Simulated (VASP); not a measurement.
# CoO (Imm2) in VASP: notebook

The runs below take CoO through single point, with PBEsol.

All numbers are computed with VASP 6.6.1; they aren't measurements. Logs are shortened: lines on timing, memory, paths and dates and some standing lists are left out, and cuts for length are marked.

**1. The cell of the first run**

The structure is orthorhombic, space group Imm2 (No. 44). Conventional cell: a = 3.014 Å, b = 4.263 Å, c = 3.014 Å, α = 90.00°, β = 90.00°, γ = 90.00°. Within 2.8 Å of Co (site symmetry mm2) lie 6 O at 2.10 to 2.16 Å. O (site symmetry mm2) has 6 Co at 2.10 to 2.16 Å within 2.8 Å.

**2. Single point, PBEsol, collinear spin, ferromagnetic start**

INCAR

```
PREC = Accurate ; ENCUT = 520
EDIFF = 1E-6 ; ISMEAR = -1
SIGMA = 0.1 ; LREAL = F
LASPH = T ; NELM = 150
ALGO = Normal ; ISIF = 2
LWAVE = F ; LCHARG = T
ISPIN = 2 ; MAGMOM = 1.8 0
LORBIT = 11 ; LMAXMIX = 4
GGA = PS ; LELF = T
LVHAR = T ; NBANDS = 18
```

KPOINTS

```
Automatic mesh
0
Gamma
  8 8 8
```

POSCAR

```
CoO
1.0
    0.0000000000      2.1315000000      2.1315000000
    2.1315000000      0.0000000000      2.1315000000
    2.1315000000      2.1315000000      0.0000000000
Co O
1 1
Direct
    0.0150000000      0.0000000000      0.0000000000
    0.5000000000      0.5000000000      0.5000000000
```

Potentials or basis: VASP PAW PBE potentials, release 64 (Co, O).

On the command line:

```
$ cat potpaw_PBE.64/Co/POTCAR potpaw_PBE.64/O/POTCAR > POTCAR
$ mpirun -np 1 vasp_std > vasp.out
```

OUTCAR:

```text
PREC = Accurate
   ENCUT = 520
   EDIFF = 1E-6
   ISMEAR = -1
   LREAL = F
   LASPH = T
   NELM = 150
   ISIF = 2
   ISPIN = 2
   LORBIT = 11
   GGA = PS

 ion  position               nearest neighbor table
   1  0.015  0.000  0.000-   2 2.10   2 2.10   2 2.13   2 2.13   2 2.16   2 2.16
   2  0.500  0.500  0.500-   1 2.10   1 2.10   1 2.13   1 2.13   1 2.16   1 2.16

  LATTYP: Found a face centered cubic cell.
 ALAT       =     4.2630000000

  Lattice vectors:

 A1 = (   0.0000000000,   2.1315000000,   2.1315000000)
 A2 = (   2.1315000000,   0.0000000000,   2.1315000000)
 A3 = (   2.1315000000,   2.1315000000,   0.0000000000)

Analysis of symmetry for initial positions (statically):
=====================================================================
 Subroutine PRICEL returns:
 Original cell was already a primitive cell.

 Routine SETGRP: Setting up the symmetry group for a
 face centered cubic supercell.

 Subroutine GETGRP returns: Found  4 space group operations
 (whereof  4 operations were pure point group operations)
 out of a pool of 48 trial point group operations.

The static configuration has the point symmetry C_2v.

Analysis of symmetry for dynamics (positions and initial velocities):
=====================================================================
 Subroutine PRICEL returns:
 Original cell was already a primitive cell.

 Routine SETGRP: Setting up the symmetry group for a
 face centered cubic supercell.

 Subroutine GETGRP returns: Found  4 space group operations
 (whereof  4 operations were pure point group operations)
 out of a pool of 48 trial point group operations.

The dynamic configuration has the point symmetry C_2v.

Analysis of structural, dynamic, and magnetic symmetry:
=====================================================================
 Subroutine PRICEL returns:
 Original cell was already a primitive cell.

 Routine SETGRP: Setting up the symmetry group for a
 face centered cubic supercell.

 Subroutine GETGRP returns: Found  4 space group operations
 (whereof  4 operations were pure point group operations)
 out of a pool of 48 trial point group operations.

The overall configuration has the point symmetry C_2v.

 Subroutine INISYM returns: Found  4 space group operations
 (whereof  4 operations are pure point group operations),
 and found     1 'primitive' translations

----------------------------------------------------------------------------------------

                                     Primitive cell

  volume of cell :      19.3681

  direct lattice vectors                    reciprocal lattice vectors
     0.000000000  2.131500000  2.131500000    -0.234576589  0.234576589  0.234576589
     2.131500000  0.000000000  2.131500000     0.234576589 -0.234576589  0.234576589
     2.131500000  2.131500000  0.000000000     0.234576589  0.234576589 -0.234576589

  length of vectors
     3.014396208  3.014396208  3.014396208     0.406298571  0.406298571  0.406298571

  position of ions in fractional coordinates (direct lattice)
     0.015000000  0.000000000  0.000000000
     0.500000000  0.500000000  0.500000000

  ion indices of the primitive-cell ions
   primitive index   ion index
                 1           1
                 2           2

----------------------------------------------------------------------------------------

 KPOINTS: Automatic mesh

Automatic generation of k-mesh.
 Grid dimensions read from file:
 generate k-points for:    8    8    8

 Generating k-lattice:

  Cartesian coordinates                     Fractional coordinates (reciprocal lattice)
    -0.029322074  0.029322074  0.029322074     0.125000000  0.000000000  0.000000000
     0.029322074 -0.029322074  0.029322074     0.000000000  0.125000000  0.000000000
     0.029322074  0.029322074 -0.029322074     0.000000000  0.000000000  0.125000000

  Length of vectors
     0.050787321  0.050787321  0.050787321

  Shift w.r.t. Gamma in fractional coordinates (k-lattice)
     0.000000000  0.000000000  0.000000000

 Subroutine IBZKPT returns following result:
 ===========================================

 Found     95 irreducible k-points:

 Following reciprocal coordinates:
            Coordinates               Weight
  0.000000  0.000000  0.000000      1.000000
  0.125000  0.000000  0.000000      4.000000
  0.000000  0.125000  0.000000      4.000000
  0.250000  0.000000  0.000000      4.000000
  0.000000  0.250000  0.000000      4.000000
  0.375000  0.000000  0.000000      4.000000
[... 16 lines left out ...]
  0.375000 -0.125000 -0.125000      4.000000
 -0.375000  0.125000  0.000000      8.000000
 [... further k-points ...]
   k-points           NKPTS =     95   k-points in BZ     NKDIM =     95   number of bands    NBANDS=     18
   number of dos      NEDOS =    301   number of ions     NIONS =      2
   total plane-waves  NPLWV =  13824
   dimension x,y,z NGX =    24 NGY =   24 NGZ =   24
   dimension x,y,z NGXF=    48 NGYF=   48 NGZF=   48
   ions per type =               1   1
   NGX,Y,Z   is equivalent  to a cutoff of  13.24, 13.24, 13.24 a.u.
   NGXF,Y,Z  is equivalent  to a cutoff of  26.47, 26.47, 26.47 a.u.
 SYSTEM =  unknown system
   PREC   = accura    normal or accurate (medium, high low for compatibility)
   ISTART =      0    job   : 0-new  1-cont  2-samecut
   ICHARG =      2    charge: 1-file 2-atom 10-const
   ISPIN  =      2    spin polarized calculation?
   LNONCOLLINEAR =      F non collinear calculations
   LSORBIT =      F    spin-orbit coupling
   LASPH  =      T    aspherical Exc in radial PAW
   ENCUT  =  520.0 eV  38.22 Ry    6.18 a.u.   5.60  5.60  5.60*2*pi/ulx,y,z
   NELM   =    150;   NELMIN=  2; NELMDL= -5     # of ELM steps
   EDIFF  = 0.1E-05   stopping-criterion for ELM
   LREAL  =      F    real-space projection
   EDIFFG = 0.1E-04   stopping-criterion for IOM
   NSW    =      0    number of steps for IOM
   IBRION =     -1    ionic relax: 0-MD 1-quasi-New 2-CG
   NFREE  =      0    steps in history (QN), initial steepest desc. (CG)
   ISIF   =      2    stress and relaxation
   ISYM   =      2    0-nonsym 1-usesym 2-fastsym
   POTIM  = 0.5000    time-step for ionic-motion
   TEBEG  =    0.0;   TEEND  =   0.0 temperature during run
   PSTRESS=    0.0 pullay stress
   NELECT =      15.0000    total number of electrons
   NUPDOWN=      -1.0000    fix difference up-down
   EMIN   =  10.00;   EMAX   =-10.00  energy-range for DOS
   EFERMI =   0.00;   METHOD = LEGACY
   ISMEAR =    -1;   SIGMA  =   0.10  broadening in eV -4-tet -1-fermi 0-gaus
   EFERMI_NEDOS =   21; number of points for ismear=-14 and -15
   IALGO  =     38    algorithm
   IMIX   =      4    mixing-type and parameters
     AMIX     =   0.40;   BMIX     =  1.00
     AMIX_MAG =   1.60;   BMIX_MAG =  1.00
  volume/ion in A,a.u.               =       9.68        65.35
  Fermi-wavevector in a.u.,A,eV,Ry     =   1.503407  2.841027 30.752334  2.260233
  Thomas-Fermi vector in A             =   2.614521
   LORBIT       =     11    0 simple, 1 ext, 2 COOP (PROOUT), +10 PAW based schemes
   GGA     = PS    functional components
   LHFCALC =     F    Hartree Fock is set to
   AEXX    =    0.0000 exact exchange contribution
   IVDW    =     0    specifies the selected vdW correction
   LEPSILON=     F    determine dielectric tensor
   LRPA    =     F    only Hartree local field effects (RPA)
 spin polarized calculation
  energy-cutoff  :      520.00
  volume of cell :       19.37
 maximum number of plane-waves:       544
 NGX is ok and might be reduce to    24
   NGX = 11   NGY = 11   NGZ = 11

 number of electron      15.0000005 magnetization       2.8779375

 Free energy of the ion-electron system (eV)
  ---------------------------------------------------
  ext. energy  EPLUGINS =         0.00000000
  ---------------------------------------------------
  free energy    TOTEN  =       -14.00603281 eV

  energy without entropy =      -13.89101359  energy(sigma->0) =      -13.94852320

 E-fermi :   7.7908     XC(G=0): -12.6471

 val. band max:        7.7898608214   @ k =   0.2500  -0.3750  -0.3750
 cond. band min:       7.7909164739   @ k =  -0.3750   0.3750   0.0000
 fundamental gap:      0.0010556525
 Fermi energy:         7.7908391716

 spin component 1

 k-point     1 :       0.0000    0.0000    0.0000
  band No.  band energies     occupation
      1     -12.4230      1.00000
      2       4.3075      1.00000
      3       4.3582      1.00000
      4       4.4369      1.00000
      5       4.6021      1.00000
      6       4.6939      1.00000
[... 10 lines left out ...]
     17      29.0476      0.00000
     18      32.4704      0.00000

 k-point     2 :       0.1250    0.0000    0.0000
  band No.  band energies     occupation
      1     -12.2623      1.00000
      2       3.1976      1.00000
      3       3.4193      1.00000
      4       3.4687      1.00000
      5       4.7762      1.00000
      6       4.7801      1.00000
[... 10 lines left out ...]
     17      31.0134      0.00000
     18      34.5860      0.00000

 k-point     3 :       0.0000    0.1250    0.0000
  band No.  band energies     occupation
      1     -12.2623      1.00000
      2       3.1528      1.00000
      3       3.4322      1.00000
      4       3.5240      1.00000
      5       4.7717      1.00000
      6       4.7730      1.00000
[... 412 lines left out ...]
 k-point    23 :       0.3750   -0.1250   -0.1250
  band No.  band energies     occupation
      1     -11.1668      1.00000
      2      -0.1571      1.00000
      3       1.6971      1.00000
      4       1.8753      1.00000
      5       5.2731      1.00000
      6       5.4576      1.00000
[... 10 lines left out ...]
     17      34.0942      0.00000
     18      35.6640      0.00000

 k-point    24 :      -0.3750    0.1250    0.0000
  band No.  band energies     occupation
      1     -11.2287      1.00000
      2      -0.0310      1.00000
      3       1.8026      1.00000
      4       1.8729      1.00000
      5       5.3294      1.00000
      6       5.3403      1.00000
[... 10 lines left out ...]
     17      35.2796      0.00000
     18      35.6021      0.00000

 [... further k-points ...]

 spin component 2

 k-point     1 :       0.0000    0.0000    0.0000
  band No.  band energies     occupation
      1     -11.9086      1.00000
      2       5.1188      1.00000
      3       5.1192      1.00000
      4       5.1275      1.00000
      5       6.6953      0.99998
      6       6.7236      0.99998
[... 10 lines left out ...]
     17      29.9797      0.00000
     18      33.2776      0.00000

 k-point     2 :       0.1250    0.0000    0.0000
  band No.  band energies     occupation
      1     -11.7438      1.00000
      2       3.9406      1.00000
      3       4.6167      1.00000
      4       4.6321      1.00000
      5       6.8677      0.99990
      6       6.8748      0.99989
[... 10 lines left out ...]
     17      31.7144      0.00000
     18      35.4527      0.00000

 k-point     3 :       0.0000    0.1250    0.0000
  band No.  band energies     occupation
      1     -11.7438      1.00000
      2       3.9291      1.00000
      3       4.6245      1.00000
      4       4.6453      1.00000
      5       6.8559      0.99991
      6       6.8753      0.99989
[... 412 lines left out ...]
 k-point    23 :       0.3750   -0.1250   -0.1250
  band No.  band energies     occupation
      1     -10.6095      1.00000
      2       0.4164      1.00000
      3       2.8822      1.00000
      4       3.1494      1.00000
      5       7.4541      0.96668
      6       7.7129      0.68546
[... 10 lines left out ...]
     17      34.4526      0.00000
     18      36.1693      0.00000

 k-point    24 :      -0.3750    0.1250    0.0000
  band No.  band energies     occupation
      1     -10.6746      1.00000
      2       0.5635      1.00000
      3       2.9778      1.00000
      4       3.1312      1.00000
      5       7.5274      0.93303
      6       7.6171      0.85034
[... 10 lines left out ...]
     17      35.7720      0.00000
     18      36.0212      0.00000

 [... further k-points ...]

------------------------ aborting loop because EDIFF is reached ----------------------------------------

  FORCE on cell =-STRESS in cart. coord.  units (eV):
  Direction    XX          YY          ZZ          XY          YZ          ZX
  --------------------------------------------------------------------------------------
  -------------------------------------------------------------------------------------
  Total       -1.3888203     -1.3532976     -1.3532976      0.0000000     -0.0080085      0.0000000
  in kB     -114.8869294   -111.9484012   -111.9484012      0.0000000     -0.6624850      0.0000000
  external PRESSURE =    -112.9279106 kB  Pullay stress =       0.0000000 kB

 VOLUME and BASIS-vectors are now :
 -----------------------------------------------------------------------------
  energy-cutoff  :      520.00
  volume of cell :       19.37
      direct lattice vectors                 reciprocal lattice vectors
     0.000000000  2.131500000  2.131500000    -0.234576589  0.234576589  0.234576589
     2.131500000  0.000000000  2.131500000     0.234576589 -0.234576589  0.234576589
     2.131500000  2.131500000  0.000000000     0.234576589  0.234576589 -0.234576589

 POSITION                                       TOTAL-FORCE (eV/Angst)
 -----------------------------------------------------------------------------------
      0.00000      0.03197      0.03197        -0.000000     -0.007373     -0.007373
      2.13150      2.13150      2.13150         0.000000      0.007373      0.007373
 -----------------------------------------------------------------------------------
    total drift:                               -0.000001      0.000137      0.000137

  FREE ENERGIE OF THE ION-ELECTRON SYSTEM (eV)
  ---------------------------------------------------
  free  energy   TOTEN  =       -14.0060328096 eV

  energy  without entropy=      -13.8910135870  energy(sigma->0) =      -13.94852320

 total charge

# of ion       s       p       d       tot
------------------------------------------
    1        0.297   0.360   7.147   7.804
    2        1.551   3.396   0.000   4.947
--------------------------------------------------
tot          1.848   3.756   7.147  12.752

 magnetization (x)

# of ion       s       p       d       tot
------------------------------------------
    1        0.020   0.018   2.489   2.527
    2        0.029   0.269   0.000   0.298
--------------------------------------------------
tot          0.048   0.287   2.489   2.825
```

Run time: 2.5 min. Hardware: 1 thread of AMD EPYC 7R43 (Zen 3), shared host; peak memory 0.15 GiB.

Results:

| Property | Result |
| --- | --- |
| Free energy | -14.0060 eV |
| Pressure | -11.3 GPa |
| Largest force | 0.010 eV/Å |
| Net moment | 2.88 μB per cell |
| Site moments | Co +2.53; O +0.30 μB |
| Valence electrons inside the program's atomic spheres | Co 7.80; O 4.95 |

Forces on the atoms (eV/Å):
```
Co   0.000 -0.007 -0.007
O    0.000  0.007  0.007
```

Levels at points of the mesh, in eV from the Fermi level:
Spin up:
| k point | band 6 | band 7 | band 8 | band 9 | band 10 | band 11 | band 12 | band 13 |
| --- | --- | --- | --- | --- | --- | --- | --- | --- |
| (0.00, 0.00, 0.00) | -3.10 | -2.98 | -2.96 | -2.93 | 0.83 | 16.54 | 17.89 | 17.90 |
| (0.50, 0.00, 0.00) | -2.36 | -1.83 | 0.08 | 0.09 | 4.85 | 9.15 | 13.21 | 13.21 |
| (0.00, 0.50, 0.00) | -2.36 | -1.83 | 0.07 | 0.08 | 4.86 | 9.15 | 13.21 | 13.23 |
| (0.50, 0.50, 0.00) | -2.88 | -2.38 | -2.08 | -2.08 | 5.67 | 9.62 | 11.44 | 15.53 |
| (0.00, 0.50, 0.50) | -2.86 | -2.38 | -2.08 | -2.08 | 5.67 | 9.61 | 11.44 | 15.53 |
Spin down:
```
           k point  band 2  band 3  band 4  band 5  band 6  band 7  band 8  band 9  band 10  band 11
(0.00, 0.00, 0.00)   -2.67   -2.67   -2.66   -1.10   -1.07   -1.07   -0.12   -0.10     1.37    16.50
(0.50, 0.00, 0.00)   -7.68   -4.74   -4.73   -0.12   -0.11    0.19    2.53    2.55     5.16     9.95
(0.00, 0.50, 0.00)   -7.68   -4.73   -4.72   -0.11   -0.11    0.19    2.52    2.54     5.18     9.95
(0.50, 0.50, 0.00)   -6.50   -3.92   -3.91   -2.23    0.15    0.15    0.34    0.80     6.50    10.11
(0.00, 0.50, 0.50)   -6.50   -3.93   -3.92   -2.21    0.15    0.15    0.35    0.80     6.50    10.10
```

Caveat: the PAW data sets were made with another functional, which shifts forces and pressure a little; a cell with one magnetic atom can't hold antiferromagnetic order, which such compounds often take; semilocal functionals often make such compounds metallic where correlation or magnetic order opens a gap, which also shifts bond lengths. With open d or f shells a metallic result of PBEsol can be an artefact of self-interaction; +U or a hybrid may open a gap.

[end of part 1 of 2]
